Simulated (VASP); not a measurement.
Wanted: the native input for a VASP 6.6.1 run.

- Task: single point
- Functional: PBE
- Potentials or basis: VASP PAW PBE potentials, release 64 (Cd, Hg, Te)
- Cutoff: 520 eV
- k mesh: 8 × 8 × 4
- Occupations: gaussian, width 0.01 eV
- Spin: no spin polarisation
- Dipole correction: no
- Further INCAR settings: ALGO = Normal; EDIFF = 1e-06; NBANDS = 46

The structure of Cd3HgTe4 lies in POSCAR:

```
Cd3HgTe4
1.0
    4.6873542332      0.0000000000      0.0000000000
    0.0000000000      4.6873542332      0.0000000000
    0.0000000000      0.0000000000     13.2426432033
Cd Hg Te
3 1 4
Direct
    0.5000000000      0.5000000000      0.2504794570
    0.0000000000      0.0000000000      0.5000000000
    0.5000000000      0.5000000000      0.7495205430
    0.0000000000      0.0000000000      0.0000000000
    0.5000000000      0.0000000000      0.3752774811
    0.0000000000      0.5000000000      0.6247225189
    0.5000000000      0.0000000000      0.8739644246
    0.0000000000      0.5000000000      0.1260355754
```

The input as run:

INCAR

```
PREC = Accurate
ENCUT = 520
EDIFF = 1E-6
ISMEAR = 0
SIGMA = 0.01
LREAL = False
LASPH = True
NELM = 60
ALGO = Normal
ISIF = 2
LWAVE = False
LCHARG = False
GGA = PE
NBANDS = 46
```

KPOINTS

```
Automatic mesh
0
Gamma
  8 8 4
```

Potentials or basis: VASP PAW PBE potentials, release 64 (Cd, Hg, Te).

Launch:

```sh
$ cat potpaw_PBE.64/Cd/POTCAR potpaw_PBE.64/Hg/POTCAR potpaw_PBE.64/Te/POTCAR > POTCAR
$ mpirun -np 1 vasp_std > vasp.out
```

Results of the run:

The pressure is 0.1 GPa and the band gap on the k mesh is 0.18 eV, direct.

Caveat: spin-orbit coupling is left out, which moves the levels of the heavy elements.

Wall time 10 min on 1 thread of Intel(R) Xeon(R) Platinum 8259CL CPU @ 2.50GHz (Skylake/Cascade Lake), on a shared host, peak memory 0.7 GiB.
